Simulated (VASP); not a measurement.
# LiY3 (Fm-3m) in VASP: further runs

The runs below take LiY3 through single point, with r2SCAN.

Program: VASP 6.6.1. These are calculated values, not measurements. Logs are shortened: lines on timing, memory, paths and dates and some standing lists are left out, and cuts for length are marked.

### 1 The cell of the first run

It takes space group Fm-3m (No. 225, cubic). Conventional cell: a = 7.667 Å, b = 7.667 Å, c = 7.667 Å, α = 90.00°, β = 90.00°, γ = 90.00°. Li (site symmetry m-3m) has 14 Y at 3.32 to 3.83 Å within 4.4 Å. Y (site symmetry -43m) has 4 Li at 3.32 Å and 10 Y at 3.32 to 3.83 Å within 4.4 Å. Y (site symmetry m-3m) has 8 Y at 3.32 Å and 6 Li at 3.83 Å within 4.4 Å.

### 2 Single point, r2SCAN

POSCAR reads:

```
LiY3
1.0
    0.0000000000      3.8337400417      3.8337400417
    3.8337400417      0.0000000000      3.8337400417
    3.8337400417      3.8337400417      0.0000000000
Li Y
1 3
Direct
    0.0000000000      0.0000000000      0.0000000000
    0.2500000000      0.2500000000      0.2500000000
    0.7500000000      0.7500000000      0.7500000000
    0.5000000000      0.5000000000      0.5000000000
```

INCAR.step1 reads:

```
PREC = Accurate
ENCUT = 520
ISMEAR = -1
SIGMA = 0.1
LREAL = F
LASPH = T
NELM = 80
NBANDS = 26
GGA = PE
ALGO = Normal
EDIFF = 1E-4
LWAVE = T
LCHARG = F
```

INCAR.step2 reads:

```
PREC = Accurate
ENCUT = 520
EDIFF = 1E-7
ISMEAR = -1
SIGMA = 0.1
LREAL = F
LASPH = T
NELM = 80
ALGO = Normal
ISIF = 2
LWAVE = F
LCHARG = F
METAGGA = R2SCAN
LMIXTAU = T
NBANDS = 26
ISTART = 1
```

KPOINTS reads:

```
regular mesh
0
Gamma
  5 5 5
```

Potentials or basis: VASP PAW PBE potentials, release 64 (Li_sv, Y_sv).

Run with:

```sh
> cat potpaw_PBE.64/Li_sv/POTCAR potpaw_PBE.64/Y_sv/POTCAR > POTCAR
> cp INCAR.step1 INCAR
> mpirun -np 1 vasp_std > vasp.out
> cp INCAR.step2 INCAR
> mpirun -np 1 vasp_std > vasp.out
```

OUTCAR:

```text
PREC = Accurate
   ENCUT = 520
   EDIFF = 1E-7
   ISMEAR = -1
   LREAL = F
   LASPH = T
   NELM = 80
   ISIF = 2
   METAGGA = R2SCAN
   ISTART = 1

 ion  position               nearest neighbor table
   1  0.000  0.000  0.000-   3 3.32   3 3.32   3 3.32   2 3.32   2 3.32   2 3.32   3 3.32   2 3.32

   2  0.250  0.250  0.250-   1 3.32   1 3.32   1 3.32   4 3.32   4 3.32   4 3.32   4 3.32   1 3.32
                             3 3.83   3 3.83   3 3.83   3 3.83   3 3.83   3 3.83
   3  0.750  0.750  0.750-   4 3.32   4 3.32   4 3.32   1 3.32   1 3.32   1 3.32   4 3.32   1 3.32
                             2 3.83   2 3.83   2 3.83   2 3.83   2 3.83   2 3.83
   4  0.500  0.500  0.500-   2 3.32   2 3.32   2 3.32   3 3.32   3 3.32   3 3.32   3 3.32   2 3.32

  LATTYP: Found a face centered cubic cell.
 ALAT       =     7.6674800834

  Lattice vectors:

 A1 = (   0.0000000000,   3.8337400417,   3.8337400417)
 A2 = (   3.8337400417,   0.0000000000,   3.8337400417)
 A3 = (   3.8337400417,   3.8337400417,   0.0000000000)

Analysis of symmetry for initial positions (statically):
=====================================================================
 Subroutine PRICEL returns:
 Original cell was already a primitive cell.

 Routine SETGRP: Setting up the symmetry group for a
 face centered cubic supercell.

 Subroutine GETGRP returns: Found 48 space group operations
 (whereof 48 operations were pure point group operations)
 out of a pool of 48 trial point group operations.

The static configuration has the point symmetry O_h .

Analysis of symmetry for dynamics (positions and initial velocities):
=====================================================================
 Subroutine PRICEL returns:
 Original cell was already a primitive cell.

 Routine SETGRP: Setting up the symmetry group for a
 face centered cubic supercell.

 Subroutine GETGRP returns: Found 48 space group operations
 (whereof 48 operations were pure point group operations)
 out of a pool of 48 trial point group operations.

The dynamic configuration has the point symmetry O_h .

 Subroutine INISYM returns: Found 48 space group operations
 (whereof 48 operations are pure point group operations),
 and found     1 'primitive' translations

----------------------------------------------------------------------------------------

                                     Primitive cell

  volume of cell :     112.6933

[... 75 lines left out ...]
   ENCUT  =  520.0 eV  38.22 Ry    6.18 a.u.  10.08 10.08 10.08*2*pi/ulx,y,z
   NELM   =     80;   NELMIN=  2; NELMDL=  0     # of ELM steps
   EDIFF  = 0.1E-06   stopping-criterion for ELM
   LREAL  =      F    real-space projection
   EDIFFG = 0.1E-05   stopping-criterion for IOM
   NSW    =      0    number of steps for IOM
   IBRION =     -1    ionic relax: 0-MD 1-quasi-New 2-CG
   NFREE  =      0    steps in history (QN), initial steepest desc. (CG)
   ISIF   =      2    stress and relaxation
   ISYM   =      2    0-nonsym 1-usesym 2-fastsym
   POTIM  = 0.5000    time-step for ionic-motion
   TEBEG  =    0.0;   TEEND  =   0.0 temperature during run
   PSTRESS=    0.0 pullay stress
   NELECT =      36.0000    total number of electrons
   NUPDOWN=      -1.0000    fix difference up-down
   EMIN   =  10.00;   EMAX   =-10.00  energy-range for DOS
   EFERMI =   0.00;   METHOD = LEGACY
   ISMEAR =    -1;   SIGMA  =   0.10  broadening in eV -4-tet -1-fermi 0-gaus
   EFERMI_NEDOS =   21; number of points for ismear=-14 and -15
   IALGO  =     38    algorithm
   IMIX   =      4    mixing-type and parameters
     AMIX     =   0.40;   BMIX     =  1.00
     AMIX_MAG =   1.60;   BMIX_MAG =  1.00
  volume/ion in A,a.u.               =      28.17       190.12
  Fermi-wavevector in a.u.,A,eV,Ry     =   1.119119  2.114829 17.040314  1.252428
  Thomas-Fermi vector in A             =   2.255756
   LORBIT       =      0    0 simple, 1 ext, 2 COOP (PROOUT), +10 PAW based schemes
   METAGGA = R2SCAN    functional components
   LHFCALC =     F    Hartree Fock is set to
   AEXX    =    0.0000 exact exchange contribution
   IVDW    =     0    specifies the selected vdW correction
   LEPSILON=     F    determine dielectric tensor
   LRPA    =     F    only Hartree local field effects (RPA)
 non-spin polarized calculation
  energy-cutoff  :      520.00
  volume of cell :      112.69
 maximum number of plane-waves:      3071
   NGX = 21   NGY = 21   NGZ = 21

 number of electron      35.9999989 magnetization

 Free energy of the ion-electron system (eV)
  ---------------------------------------------------
  ext. energy  EPLUGINS =         0.00000000
  ---------------------------------------------------
  free energy    TOTEN  =       -62.39385944 eV

  energy without entropy =      -62.26854416  energy(sigma->0) =      -62.33120180

 E-fermi :   2.9135     XC(G=0):  -9.8608

 val. band max:        2.8107312938   @ k =   0.2000   0.0000   0.0000
 cond. band min:       2.9981670761   @ k =   0.4000   0.0000   0.0000
 fundamental gap:      0.1874357824
 Fermi energy:         2.9134961100

 k-point     1 :       0.0000    0.0000    0.0000
  band No.  band energies     occupation
      1     -44.0286      2.00000
      2     -41.4814      2.00000
      3     -41.4043      2.00000
      4     -41.2946      2.00000
      5     -20.9346      2.00000
      6     -20.9345      2.00000
[... 279 lines left out ...]
     25       5.8613      0.00000
     26       6.2337      0.00000

------------------------ aborting loop because EDIFF is reached ----------------------------------------

  FORCE on cell =-STRESS in cart. coord.  units (eV):
  Direction    XX          YY          ZZ          XY          YZ          ZX
  --------------------------------------------------------------------------------------
  -------------------------------------------------------------------------------------
  Total        1.6259542      1.6259542      1.6259542     -0.0000000      0.0000000      0.0000000
  in kB       23.1164373     23.1164373     23.1164373     -0.0000000      0.0000000      0.0000000
  external PRESSURE =      23.1164373 kB  Pullay stress =       0.0000000 kB

 VOLUME and BASIS-vectors are now :
 -----------------------------------------------------------------------------
  energy-cutoff  :      520.00
  volume of cell :      112.69
      direct lattice vectors                 reciprocal lattice vectors
     0.000000000  3.833740042  3.833740042    -0.130420945  0.130420945  0.130420945
     3.833740042  0.000000000  3.833740042     0.130420945 -0.130420945  0.130420945
     3.833740042  3.833740042  0.000000000     0.130420945  0.130420945 -0.130420945

 POSITION                                       TOTAL-FORCE (eV/Angst)
 -----------------------------------------------------------------------------------
      0.00000      0.00000      0.00000        -0.000000      0.000000      0.000000
      1.91687      1.91687      1.91687        -0.000000     -0.000000     -0.000000
      5.75061      5.75061      5.75061         0.000000      0.000000      0.000000
      3.83374      3.83374      3.83374        -0.000000      0.000000      0.000000
 -----------------------------------------------------------------------------------
    total drift:                               -0.000000      0.000000      0.000000

  FREE ENERGIE OF THE ION-ELECTRON SYSTEM (eV)
  ---------------------------------------------------
  free  energy   TOTEN  =       -62.3938594410 eV

  energy  without entropy=      -62.2685441589  energy(sigma->0) =      -62.33120180
```

Run time: 5.1 min. Hardware: 1 thread of AMD EPYC 7R43 (Zen 3), shared host; peak memory 0.23 GiB.

Results:

```
Free energy            : -62.3939 eV
Band gap on the k mesh : zero (band 18 reaches 3.04 eV, above the bottom of band 19 at 2.47 eV)
```

Caveat: the cutoff is under 1.25 times the usual one of these potentials, so pressure, stress and relaxed cells hold a basis-set (Pulay) error; the PAW data sets were made with another functional, which shifts forces and pressure a little.

### 3 Single point, r2SCAN

This run uses another cell than the first one, of 29.06 Å³/atom, 1.032 times its volume.

POSCAR reads:

```
LiY3
1.0
    0.0000000000      3.8736777080      3.8736777080
    3.8736777080      0.0000000000      3.8736777080
    3.8736777080      3.8736777080      0.0000000000
Li Y
1 3
Direct
    0.0000000000      0.0000000000      0.0000000000
    0.2500000000      0.2500000000      0.2500000000
    0.7500000000      0.7500000000      0.7500000000
    0.5000000000      0.5000000000      0.5000000000
```

INCAR.step1 reads:

```
SYSTEM = LiY3
ALGO = Normal
EDIFF = 1E-4
ENCUT = 520
GGA = PE
ISMEAR = -1
LASPH = .True.
LCHARG = .False.
LREAL = .False.
LWAVE = .True.
NBANDS = 26
NELM = 60
PREC = Accurate
SIGMA = 0.1
```

INCAR.step2 reads:

```
SYSTEM = LiY3
ALGO = Normal
EDIFF = 1E-6
ENCUT = 520
ISIF = 2
ISMEAR = -1
ISTART = 1
LASPH = .True.
LCHARG = .False.
LMIXTAU = .True.
LREAL = .False.
LWAVE = .False.
METAGGA = R2SCAN
NBANDS = 26
NELM = 60
PREC = Accurate
SIGMA = 0.1
```

KPOINTS reads:

```
k-points
0
Gamma
  5 5 5
  0 0 0
```

Potentials or basis: VASP PAW PBE potentials, release 64 (Li_sv, Y_sv).

Run with:

```sh
> cat potpaw_PBE.64/Li_sv/POTCAR potpaw_PBE.64/Y_sv/POTCAR > POTCAR
> cp INCAR.step1 INCAR
> mpirun -np 1 vasp_std > vasp.out
> cp INCAR.step2 INCAR
> mpirun -np 1 vasp_std > vasp.out
```

OUTCAR:

```text
SYSTEM = LiY3
   EDIFF = 1E-6
   ENCUT = 520
   ISIF = 2
   ISMEAR = -1
   ISTART = 1
   LASPH = .True.
   LREAL = .False.
   METAGGA = R2SCAN
   NELM = 60
   PREC = Accurate

 ion  position               nearest neighbor table
   1  0.000  0.000  0.000-   3 3.35   3 3.35   3 3.35   2 3.35   2 3.35   2 3.35   3 3.35   2 3.35

   2  0.250  0.250  0.250-   1 3.35   1 3.35   1 3.35   4 3.35   4 3.35   4 3.35   4 3.35   1 3.35
                             3 3.87   3 3.87   3 3.87   3 3.87   3 3.87   3 3.87
   3  0.750  0.750  0.750-   4 3.35   4 3.35   4 3.35   1 3.35   1 3.35   1 3.35   4 3.35   1 3.35
                             2 3.87   2 3.87   2 3.87   2 3.87   2 3.87   2 3.87
   4  0.500  0.500  0.500-   2 3.35   2 3.35   2 3.35   3 3.35   3 3.35   3 3.35   3 3.35   2 3.35

  LATTYP: Found a face centered cubic cell.
 ALAT       =     7.7473554160

  Lattice vectors:

 A1 = (   0.0000000000,   3.8736777080,   3.8736777080)
 A2 = (   3.8736777080,   0.0000000000,   3.8736777080)
 A3 = (   3.8736777080,   3.8736777080,   0.0000000000)

Analysis of symmetry for initial positions (statically):
=====================================================================
 Subroutine PRICEL returns:
 Original cell was already a primitive cell.

 Routine SETGRP: Setting up the symmetry group for a
 face centered cubic supercell.

 Subroutine GETGRP returns: Found 48 space group operations
 (whereof 48 operations were pure point group operations)
 out of a pool of 48 trial point group operations.

The static configuration has the point symmetry O_h .

Analysis of symmetry for dynamics (positions and initial velocities):
=====================================================================
 Subroutine PRICEL returns:
 Original cell was already a primitive cell.

 Routine SETGRP: Setting up the symmetry group for a
 face centered cubic supercell.

 Subroutine GETGRP returns: Found 48 space group operations
 (whereof 48 operations were pure point group operations)
[... 110 lines left out ...]
     AMIX     =   0.40;   BMIX     =  1.00
     AMIX_MAG =   1.60;   BMIX_MAG =  1.00
  volume/ion in A,a.u.               =      29.06       196.13
  Fermi-wavevector in a.u.,A,eV,Ry     =   1.107581  2.093025 16.690753  1.226736
  Thomas-Fermi vector in A             =   2.244097
   LORBIT       =      0    0 simple, 1 ext, 2 COOP (PROOUT), +10 PAW based schemes
   METAGGA = R2SCAN    functional components
   LHFCALC =     F    Hartree Fock is set to
   AEXX    =    0.0000 exact exchange contribution
   IVDW    =     0    specifies the selected vdW correction
   LEPSILON=     F    determine dielectric tensor
   LRPA    =     F    only Hartree local field effects (RPA)
 non-spin polarized calculation
  energy-cutoff  :      520.00
  volume of cell :      116.25
 maximum number of plane-waves:      3150
 NGX is ok and might be reduce to    42
   NGX = 21   NGY = 21   NGZ = 21

 number of electron      36.0000008 magnetization

 Free energy of the ion-electron system (eV)
  ---------------------------------------------------
  ext. energy  EPLUGINS =         0.00000000
  ---------------------------------------------------
  free energy    TOTEN  =       -62.43343843 eV

  energy without entropy =      -62.30286425  energy(sigma->0) =      -62.36815134

 E-fermi :   2.7754     XC(G=0):  -9.7347

 val. band max:        2.6755244457   @ k =   0.2000   0.0000   0.0000
 cond. band min:       2.8532854254   @ k =   0.4000   0.0000   0.0000
 fundamental gap:      0.1777609796
 Fermi energy:         2.7754445076

 k-point     1 :       0.0000    0.0000    0.0000
  band No.  band energies     occupation
      1     -44.2838      2.00000
      2     -41.6962      2.00000
      3     -41.6347      2.00000
      4     -41.5158      2.00000
      5     -21.1256      2.00000
      6     -21.1256      2.00000
[... 279 lines left out ...]
     25       5.6516      0.00000
     26       6.0192      0.00000

------------------------ aborting loop because EDIFF is reached ----------------------------------------

  FORCE on cell =-STRESS in cart. coord.  units (eV):
  Direction    XX          YY          ZZ          XY          YZ          ZX
  --------------------------------------------------------------------------------------
  -------------------------------------------------------------------------------------
  Total        0.8262098      0.8262098      0.8262098     -0.0000000      0.0000000      0.0000000
  in kB       11.3867681     11.3867681     11.3867681     -0.0000000      0.0000000      0.0000000
  external PRESSURE =      11.3867681 kB  Pullay stress =       0.0000000 kB

 VOLUME and BASIS-vectors are now :
 -----------------------------------------------------------------------------
  energy-cutoff  :      520.00
  volume of cell :      116.25
      direct lattice vectors                 reciprocal lattice vectors
     0.000000000  3.873677708  3.873677708    -0.129076304  0.129076304  0.129076304
     3.873677708  0.000000000  3.873677708     0.129076304 -0.129076304  0.129076304
     3.873677708  3.873677708  0.000000000     0.129076304  0.129076304 -0.129076304

 POSITION                                       TOTAL-FORCE (eV/Angst)
 -----------------------------------------------------------------------------------
      0.00000      0.00000      0.00000        -0.000000      0.000000      0.000000
      1.93684      1.93684      1.93684         0.000000      0.000000      0.000000
      5.81052      5.81052      5.81052        -0.000000     -0.000000     -0.000000
      3.87368      3.87368      3.87368        -0.000000      0.000000      0.000000
 -----------------------------------------------------------------------------------
    total drift:                               -0.000000     -0.000000      0.000000

  FREE ENERGIE OF THE ION-ELECTRON SYSTEM (eV)
  ---------------------------------------------------
  free  energy   TOTEN  =       -62.4334384276 eV

  energy  without entropy=      -62.3028642533  energy(sigma->0) =      -62.36815134
```

OUTCAR.step1:

```text
SYSTEM = LiY3
   EDIFF = 1E-4
   ENCUT = 520
   GGA = PE
   ISMEAR = -1
   LASPH = .True.
   LREAL = .False.
   NELM = 60
[... 502 lines left out ...]
      1.93684      1.93684      1.93684         0.000000      0.000000      0.000000
      5.81052      5.81052      5.81052        -0.000000     -0.000000     -0.000000
      3.87368      3.87368      3.87368         0.000000     -0.000000     -0.000000
 -----------------------------------------------------------------------------------
    total drift:                               -0.000000     -0.000000      0.000000

  FREE ENERGIE OF THE ION-ELECTRON SYSTEM (eV)
  ---------------------------------------------------
  free  energy   TOTEN  =       -20.5217148342 eV

  energy  without entropy=      -20.3636419623  energy(sigma->0) =      -20.44267840
```

OSZICAR.step1:

```text
N       E                     dE             d eps       ncg     rms          rms(c)
DAV:   1     0.182973709562E+03    0.18297E+03   -0.16876E+04   520   0.131E+03
DAV:   2    -0.151423132203E+01   -0.18449E+03   -0.17937E+03   608   0.321E+02
DAV:   3    -0.204687669244E+02   -0.18955E+02   -0.18607E+02   938   0.561E+01
DAV:   4    -0.215842941415E+02   -0.11155E+01   -0.11110E+01   678   0.157E+01
DAV:   5    -0.216268066693E+02   -0.42513E-01   -0.42481E-01   790   0.279E+00    0.353E+01
DAV:   6    -0.205825426748E+02    0.10443E+01   -0.20644E+00   560   0.541E+00    0.220E+01
DAV:   7    -0.205579530229E+02    0.24590E-01   -0.24704E+00   772   0.581E+00    0.294E+00
DAV:   8    -0.205237021406E+02    0.34251E-01   -0.51092E-01   598   0.280E+00    0.773E-01
DAV:   9    -0.205224498271E+02    0.12523E-02   -0.47114E-02   742   0.120E+00    0.363E-01
DAV:  10    -0.205217448904E+02    0.70494E-03   -0.90034E-03   684   0.471E-01    0.129E-01
DAV:  11    -0.205217059689E+02    0.38922E-04   -0.15359E-03   654   0.240E-01    0.338E-02
DAV:  12    -0.205217148342E+02   -0.88653E-05   -0.17173E-04   454   0.751E-02
   1 F= -.20521715E+02 E0= -.20442678E+02  d E =-.158073E+00
```

Wall time 5.5 min (1 thread of AMD EPYC 7R43 (Zen 3), shared host); peak memory 0.26 GiB.

What came out:

```
Free energy            : -62.4334 eV
Band gap on the k mesh : zero (band 18 reaches 2.91 eV, above the bottom of band 19 at 2.35 eV)
```

Caveat: the cutoff is under 1.25 times the usual one of these potentials, so pressure, stress and relaxed cells hold a basis-set (Pulay) error; the PAW data sets were made with another functional, which shifts forces and pressure a little.

(Continued in part 2 of 3.)
